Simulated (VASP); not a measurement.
## Cd: relaxation of cell and atoms with r2SCAN

Cd:

```
Cd
1.0
     2.94112   -1.94385    0.00000
     2.94112    1.94385    0.00000
     0.00000    0.00000    7.92947
Cd
4
Cartesian
  2.9411 -1.3607 0.9277
  2.9411 -0.5832 4.8925
  2.9411 1.3607 7.0017
  2.9411 0.5832 3.0370
```

```
Program                : VASP 6.6.1
Task                   : relaxation of cell and atoms
Functional             : r2SCAN
Potentials or basis    : VASP PAW PBE potentials, release 64 (Cd)
Cutoff                 : 600 eV
k mesh                 : 6 × 6 × 2
Occupations            : gaussian, width 0.1 eV
Spin                   : no spin polarisation
Dipole correction      : no
Further INCAR settings : ALGO = Normal; EDIFF = 1e-06; IBRION = 2; EDIFFG = -0.04; NSW = 90; ISIF = 3
```

| Quantity | Value |
| --- | --- |
| Relaxed volume | 22.03 Å³/atom |
| Relaxed cell | a = 3.200 Å, b = 3.200 Å, c = 8.622 Å, α = 90.00°, β = 90.00°, γ = 86.41° |
| Space group after relaxing (to 0.1 Å) | I4/mmm (No. 139) |
| Energy gained by relaxing | 919.5 meV/atom |
| Ionic steps | 36 |
| Pressure after relaxing | 0.0 GPa |
| Largest force after relaxing | 0.038 eV/Å |
| Band gap on the k mesh | zero (bands 24 and 25 overlap by 3.00 eV) |

Forces on the atoms (eV/Å):
```
Cd   0.000 -0.002 -0.038
Cd   0.000  0.002 -0.038
Cd   0.000  0.002  0.038
Cd   0.000 -0.002  0.038
```

Stress tensor (GPa, compression positive):
```
-0.04  0.00  0.00
 0.00  0.11  0.00
 0.00  0.00  0.01
```

The path:
```csv
step,energy change (eV),largest force (eV/Å),pressure (GPa),volume (Å³)
1,0.0000,7.7781,20.51,90.67
2,-2.0610,0.4278,-3.07,131.51
3,-2.1981,0.4686,-3.30,127.99
4,-2.3559,0.5115,-3.41,124.37
5,-2.9954,0.2998,-1.65,107.04
6,-2.9341,0.4825,1.01,101.05
7,-3.0091,0.2282,-1.14,105.48
8,-3.0104,0.2031,-0.92,104.90
9,-3.0630,0.2038,-0.77,102.98
10,-3.2446,0.2126,-0.19,97.10
11,-3.5133,0.2042,2.92,84.84
12,-3.5421,0.1443,2.10,85.65
13,-3.5437,0.1316,1.88,85.91
14,-3.5649,0.1246,0.62,87.72
15,-3.5711,0.1196,-0.61,89.76
16,-3.5713,0.1197,-0.44,89.45
17,-3.5768,0.1292,-0.35,89.30
18,-3.5878,0.1536,0.01,88.84
19,-3.5818,0.1899,0.76,87.86
20,-3.5901,0.1644,0.26,88.55
21,-3.5966,0.1570,0.12,88.74
22,-3.6128,0.1380,-0.34,89.32
23,-3.6277,0.1188,-1.16,90.44
24,-3.6374,0.0749,-2.13,92.61
25,-3.6400,0.1078,-1.50,91.23
26,-3.6455,0.0933,-1.85,91.93
27,-3.6483,0.0900,-1.80,91.81
28,-3.6536,0.0827,-1.63,91.44
29,-3.6511,0.0621,-1.24,90.69
30,-3.6548,0.0756,-1.49,91.17
31,-3.6593,0.0765,-1.32,90.78
32,-3.6699,0.0760,-0.77,89.62
33,-3.6755,0.0689,0.49,87.33
34,-3.6762,0.0709,0.16,87.90
35,-3.6768,0.0622,0.13,87.95
36,-3.6778,0.0379,0.03,88.10
```

Final structure:
```yaml
crystal:
  lattice:
    - [2.33231, -2.19071, 0.00000]
    - [2.33231, 2.19071, 0.00000]
    - [0.00000, 0.00000, 8.62168]
  atoms:
    - { symbol: Cd, position: [0.74966, 0.25034, 0.12565] }
    - { symbol: Cd, position: [0.75034, 0.24966, 0.62565] }
    - { symbol: Cd, position: [0.25034, 0.74966, 0.87435] }
    - { symbol: Cd, position: [0.24966, 0.75034, 0.37435] }
```

Levels at points of the mesh, in eV from the Fermi level:
| k point | band 20 | band 21 | band 22 | band 23 | band 24 | band 25 | band 26 | band 27 | band 28 |
| --- | --- | --- | --- | --- | --- | --- | --- | --- | --- |
| (0.00, 0.00, 0.00) | -8.69 | -8.54 | -6.55 | -6.51 | -0.38 | 2.24 | 6.51 | 6.78 | 9.65 |
| (0.50, 0.00, 0.00) | -8.67 | -4.32 | -4.32 | -2.36 | -2.36 | -1.31 | -1.31 | 5.06 | 5.06 |
| (0.50, 0.50, 0.00) | -8.53 | -1.45 | -0.63 | 0.53 | 1.69 | 1.74 | 1.83 | 1.84 | 1.88 |
| (0.00, 0.00, 0.50) | -8.74 | -8.42 | -8.42 | -3.49 | -3.49 | 6.35 | 6.35 | 7.36 | 7.36 |
| (0.50, 0.00, 0.50) | -8.82 | -3.73 | -3.73 | -3.73 | -3.73 | 1.24 | 1.24 | 1.24 | 1.24 |
| (0.50, 0.50, 0.50) | -8.66 | -0.55 | -0.55 | 0.28 | 0.28 | 0.86 | 0.86 | 2.10 | 2.10 |

Run time: 56 min on 1 thread of Intel(R) Xeon(R) 6975P-C (Granite Rapids) (shared host), peak memory 0.29 GiB.

Caveat: the k points lie up to 0.36 Å⁻¹ apart in the final cell, too coarse for converged energies and pressures of a metal; the PAW data sets were made with another functional, which shifts forces and pressure a little.
